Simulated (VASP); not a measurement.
# Pt (Pm-3m) in VASP: further runs

The runs below take Pt through single point, with r2SCAN.

Everything below comes from runs of VASP 6.6.1. Logs are shortened: lines on timing, memory, paths and dates and some standing lists are left out, and cuts for length are marked.

### Step 1. The cell of the first run

The structure is cubic, space group Pm-3m (No. 221). The conventional cell has a = 2.533 Å, b = 2.533 Å, c = 2.533 Å, α = 90.00°, β = 90.00°, γ = 90.00°. Pt (site symmetry m-3m) has 6 Pt at 2.53 Å within 3.3 Å.

This isn't the form of Pt at room conditions, which is fcc.

### Step 2. Single point, r2SCAN (16.25 Å³/atom)

POSCAR

```
Pt
1.0
    2.5327672949      0.0000000000      0.0000000000
    0.0000000000      2.5327672949      0.0000000000
    0.0000000000      0.0000000000      2.5327672949
Pt
1
Direct
    0.0000000000      0.0000000000      0.0000000000
```

INCAR.step1

```
PREC = Accurate ; ENCUT = 550
ISMEAR = -1 ; SIGMA = 0.1
LREAL = False ; LASPH = True
NELM = 120 ; NBANDS = 11
GGA = PE ; ALGO = Normal
EDIFF = 1E-5 ; LWAVE = True
LCHARG = False ; GGA_COMPAT = False
```

INCAR.step2

```
PREC = Accurate ; ENCUT = 550
EDIFF = 1E-6 ; ISMEAR = -1
SIGMA = 0.1 ; LREAL = False
LASPH = True ; NELM = 120
ALGO = Normal ; ISIF = 2
LWAVE = False ; LCHARG = False
METAGGA = R2SCAN ; LMIXTAU = True
NBANDS = 11 ; ISTART = 1
GGA_COMPAT = False
```

KPOINTS

```
regular mesh
0
Gamma
  14 14 14
```

Potentials or basis: VASP PAW PBE potentials, release 64 (Pt).

Launch:

```bash
$ cat potpaw_PBE.64/Pt/POTCAR > POTCAR
$ cp INCAR.step1 INCAR
$ mpirun -np 1 vasp_std > vasp.out
$ cp INCAR.step2 INCAR
$ mpirun -np 1 vasp_std > vasp.out
```

OUTCAR:

```text
PREC = Accurate
   ENCUT = 550
   EDIFF = 1E-6
   ISMEAR = -1
   LREAL = False
   LASPH = True
   NELM = 120
   ISIF = 2
   METAGGA = R2SCAN
   ISTART = 1

 ion  position               nearest neighbor table
   1  0.000  0.000  0.000-

  LATTYP: Found a simple cubic cell.
 ALAT       =     2.5327672949

  Lattice vectors:

 A1 = (   2.5327672949,   0.0000000000,   0.0000000000)
 A2 = (   0.0000000000,   2.5327672949,   0.0000000000)
 A3 = (   0.0000000000,   0.0000000000,   2.5327672949)

Analysis of symmetry for initial positions (statically):
=====================================================================
 Subroutine PRICEL returns:
 Original cell was already a primitive cell.

 Routine SETGRP: Setting up the symmetry group for a
 simple cubic supercell.

 Subroutine GETGRP returns: Found 48 space group operations
 (whereof 48 operations were pure point group operations)
 out of a pool of 48 trial point group operations.

The static configuration has the point symmetry O_h .

Analysis of symmetry for dynamics (positions and initial velocities):
=====================================================================
 Subroutine PRICEL returns:
 Original cell was already a primitive cell.

 Routine SETGRP: Setting up the symmetry group for a
 simple cubic supercell.

 Subroutine GETGRP returns: Found 48 space group operations
 (whereof 48 operations were pure point group operations)
 out of a pool of 48 trial point group operations.

The dynamic configuration has the point symmetry O_h .

 Subroutine INISYM returns: Found 48 space group operations
 (whereof 48 operations are pure point group operations),
 and found     1 'primitive' translations

----------------------------------------------------------------------------------------

                                     Primitive cell

  volume of cell :      16.2475

  direct lattice vectors                    reciprocal lattice vectors
     2.532767295  0.000000000  0.000000000     0.394825060  0.000000000  0.000000000
     0.000000000  2.532767295  0.000000000     0.000000000  0.394825060  0.000000000
     0.000000000  0.000000000  2.532767295     0.000000000  0.000000000  0.394825060

  length of vectors
     2.532767295  2.532767295  2.532767295     0.394825060  0.394825060  0.394825060

  position of ions in fractional coordinates (direct lattice)
     0.000000000  0.000000000  0.000000000

  ion indices of the primitive-cell ions
   primitive index   ion index
                 1           1

----------------------------------------------------------------------------------------

 KPOINTS: regular mesh

Automatic generation of k-mesh.
 Grid dimensions read from file:
 generate k-points for:   14   14   14

 Generating k-lattice:

  Cartesian coordinates                     Fractional coordinates (reciprocal lattice)
     0.028201790  0.000000000  0.000000000     0.071428571  0.000000000  0.000000000
     0.000000000  0.028201790  0.000000000     0.000000000  0.071428571  0.000000000
     0.000000000  0.000000000  0.028201790     0.000000000  0.000000000  0.071428571

  Length of vectors
     0.028201790  0.028201790  0.028201790

  Shift w.r.t. Gamma in fractional coordinates (k-lattice)
     0.000000000  0.000000000  0.000000000

 Subroutine IBZKPT returns following result:
 ===========================================

 Found    120 irreducible k-points:

 Following reciprocal coordinates:
            Coordinates               Weight
  0.000000  0.000000  0.000000      1.000000
  0.071429  0.000000  0.000000      6.000000
  0.142857  0.000000  0.000000      6.000000
  0.214286  0.000000  0.000000      6.000000
  0.285714  0.000000  0.000000      6.000000
  0.357143  0.000000  0.000000      6.000000
[... 16 lines left out ...]
  0.285714  0.214286  0.000000     24.000000
  0.357143  0.214286  0.000000     24.000000
 [... further k-points ...]
   k-points           NKPTS =    120   k-points in BZ     NKDIM =    120   number of bands    NBANDS=     11
   number of dos      NEDOS =    301   number of ions     NIONS =      1
   total plane-waves  NPLWV =   8000
   dimension x,y,z NGX =    20 NGY =   20 NGZ =   20
   dimension x,y,z NGXF=    40 NGYF=   40 NGZF=   40
   ions per type =               1
   NGX,Y,Z   is equivalent  to a cutoff of  13.13, 13.13, 13.13 a.u.
   NGXF,Y,Z  is equivalent  to a cutoff of  26.26, 26.26, 26.26 a.u.
 SYSTEM =  unknown system
   PREC   = accura    normal or accurate (medium, high low for compatibility)
   ISTART =      1    job   : 0-new  1-cont  2-samecut
   ICHARG =      0    charge: 1-file 2-atom 10-const
   ISPIN  =      1    spin polarized calculation?
   LNONCOLLINEAR =      F non collinear calculations
   LSORBIT =      F    spin-orbit coupling
   LASPH  =      T    aspherical Exc in radial PAW
   ENCUT  =  550.0 eV  40.42 Ry    6.36 a.u.   4.84  4.84  4.84*2*pi/ulx,y,z
   NELM   =    120;   NELMIN=  2; NELMDL=  0     # of ELM steps
   EDIFF  = 0.1E-05   stopping-criterion for ELM
   LREAL  =      F    real-space projection
   EDIFFG = 0.1E-04   stopping-criterion for IOM
   NSW    =      0    number of steps for IOM
   IBRION =     -1    ionic relax: 0-MD 1-quasi-New 2-CG
   NFREE  =      0    steps in history (QN), initial steepest desc. (CG)
   ISIF   =      2    stress and relaxation
   ISYM   =      2    0-nonsym 1-usesym 2-fastsym
   POTIM  = 0.5000    time-step for ionic-motion
   TEBEG  =    0.0;   TEEND  =   0.0 temperature during run
   PSTRESS=    0.0 pullay stress
   NELECT =      10.0000    total number of electrons
   NUPDOWN=      -1.0000    fix difference up-down
   EMIN   =  10.00;   EMAX   =-10.00  energy-range for DOS
   EFERMI =   0.00;   METHOD = LEGACY
   ISMEAR =    -1;   SIGMA  =   0.10  broadening in eV -4-tet -1-fermi 0-gaus
   EFERMI_NEDOS =   21; number of points for ismear=-14 and -15
   IALGO  =     38    algorithm
   IMIX   =      4    mixing-type and parameters
     AMIX     =   0.40;   BMIX     =  1.00
     AMIX_MAG =   1.60;   BMIX_MAG =  1.00
  volume/ion in A,a.u.               =      16.25       109.64
  Fermi-wavevector in a.u.,A,eV,Ry     =   1.392557  2.631551 26.384609  1.939214
  Thomas-Fermi vector in A             =   2.516288
   LORBIT       =      0    0 simple, 1 ext, 2 COOP (PROOUT), +10 PAW based schemes
   METAGGA = R2SCAN    functional components
   LHFCALC =     F    Hartree Fock is set to
   AEXX    =    0.0000 exact exchange contribution
   IVDW    =     0    specifies the selected vdW correction
   LEPSILON=     F    determine dielectric tensor
   LRPA    =     F    only Hartree local field effects (RPA)
 non-spin polarized calculation
  energy-cutoff  :      550.00
  volume of cell :       16.25
 maximum number of plane-waves:       491
 NGX is ok and might be reduce to    20
   NGX =  9   NGY =  9   NGZ =  9

 number of electron      10.0000000 magnetization

 Free energy of the ion-electron system (eV)
  ---------------------------------------------------
  ext. energy  EPLUGINS =         0.00000000
  ---------------------------------------------------
  free energy    TOTEN  =       -50.98727098 eV

  energy without entropy =      -50.94710502  energy(sigma->0) =      -50.96718800

 E-fermi :   9.7292     XC(G=0): -13.8620

 val. band max:        9.7168909505   @ k =   0.0714   0.0714   0.0714
 cond. band min:       9.7528059268   @ k =   0.0714   0.0714   0.0000
 fundamental gap:      0.0359149763
 Fermi energy:         9.7292211636

 k-point     1 :       0.0000    0.0000    0.0000
  band No.  band energies     occupation
      1       0.1550      2.00000
      2       2.9418      2.00000
      3       2.9418      2.00000
      4      10.0857      0.05507
      5      10.0857      0.05507
      6      10.0857      0.05507
      7      26.2492      0.00000
      8      26.2492      0.00000
      9      26.2492      0.00000
     10      33.0179      0.00000
     11      35.8315      0.00000

 k-point     2 :       0.0714    0.0000    0.0000
  band No.  band energies     occupation
      1       0.3199      2.00000
      2       2.9739      2.00000
      3       3.1000      2.00000
      4       9.9217      0.25458
      5       9.9217      0.25458
      6      10.0984      0.04866
      7      25.2035      0.00000
      8      26.5500      0.00000
      9      26.5500      0.00000
     10      33.6811      0.00000
     11      34.6081      0.00000

 k-point     3 :       0.1429    0.0000    0.0000
  band No.  band energies     occupation
      1       0.7650      2.00000
      2       3.0648      2.00000
      3       3.5962      2.00000
      4       9.4871      1.83690
      5       9.4871      1.83690
      6      10.1341      0.03430
      7      23.1073      0.00000
      8      27.3817      0.00000
      9      27.3817      0.00000
     10      32.6495      0.00000
     11      34.2415      0.00000

 k-point     4 :       0.2143    0.0000    0.0000
  band No.  band energies     occupation
      1       1.3605      2.00000
      2       3.1995      2.00000
      3       4.4725      2.00000
      4       8.9124      1.99943
      5       8.9124      1.99943
      6      10.1861      0.02053
      7      20.8816      0.00000
      8      28.5745      0.00000
      9      28.5745      0.00000
     10      30.8169      0.00000
     11      34.2159      0.00000
[... 239 lines left out ...]
 k-point    22 :       0.2143    0.2143    0.0000
  band No.  band energies     occupation
      1       2.4769      2.00000
      2       4.2519      2.00000
      3       5.1228      2.00000
      4       7.7792      2.00000
      5       8.9465      1.99920
      6       9.1738      1.99228
      7      22.5080      0.00000
      8      22.9293      0.00000
      9      30.9537      0.00000
     10      31.0533      0.00000
     11      37.7651      0.00000

 k-point    23 :       0.2857    0.2143    0.0000
  band No.  band energies     occupation
      1       2.9308      2.00000
      2       4.5421      2.00000
      3       5.8400      2.00000
      4       7.7670      2.00000
      5       8.4802      1.99999
      6       9.1628      1.99308
      7      20.4041      0.00000
      8      23.8584      0.00000
      9      30.1988      0.00000
     10      32.5055      0.00000
     11      35.9515      0.00000

 k-point    24 :       0.3571    0.2143    0.0000
  band No.  band energies     occupation
      1       3.3010      2.00000
      2       4.6721      2.00000
      3       5.9116      2.00000
      4       8.0233      2.00000
      5       9.0053      1.99857
      6       9.2286      1.98669
      7      18.2717      0.00000
      8      25.0166      0.00000
      9      29.3281      0.00000
     10      33.3156      0.00000
     11      33.9683      0.00000

 [... further k-points ...]
[... 5 lines left out ...]
  --------------------------------------------------------------------------------------
  -------------------------------------------------------------------------------------
  Total        2.2576763      2.2576763      2.2576763      0.0000000      0.0000000      0.0000000
  in kB      222.6313883    222.6313883    222.6313883      0.0000000      0.0000000      0.0000000
  external PRESSURE =     222.6313883 kB  Pullay stress =       0.0000000 kB

 VOLUME and BASIS-vectors are now :
 -----------------------------------------------------------------------------
  energy-cutoff  :      550.00
  volume of cell :       16.25
      direct lattice vectors                 reciprocal lattice vectors
     2.532767295  0.000000000  0.000000000     0.394825060  0.000000000  0.000000000
     0.000000000  2.532767295  0.000000000     0.000000000  0.394825060  0.000000000
     0.000000000  0.000000000  2.532767295     0.000000000  0.000000000  0.394825060

 POSITION                                       TOTAL-FORCE (eV/Angst)
 -----------------------------------------------------------------------------------
      0.00000      0.00000      0.00000         0.000000      0.000000      0.000000
 -----------------------------------------------------------------------------------
    total drift:                                0.000000      0.000000      0.000000

  FREE ENERGIE OF THE ION-ELECTRON SYSTEM (eV)
  ---------------------------------------------------
  free  energy   TOTEN  =       -50.9872709833 eV

  energy  without entropy=      -50.9471050153  energy(sigma->0) =      -50.96718800
```

Wall time 65 s (1 thread of Intel Xeon 8259CL, shared host); peak memory 0.15 GiB.

Results:

```
Free energy            : -50.9873 eV
Pressure               : 22.3 GPa
Band gap on the k mesh : zero (bands 5 and 6 overlap by 3.95 eV)
```

Caveat: the cell stands under pressure; the PAW data sets were made with another functional, which shifts forces and pressure a little; spin-orbit coupling is left out, which moves the levels of the heavy elements.

(Part 1 of 2 ends here.)
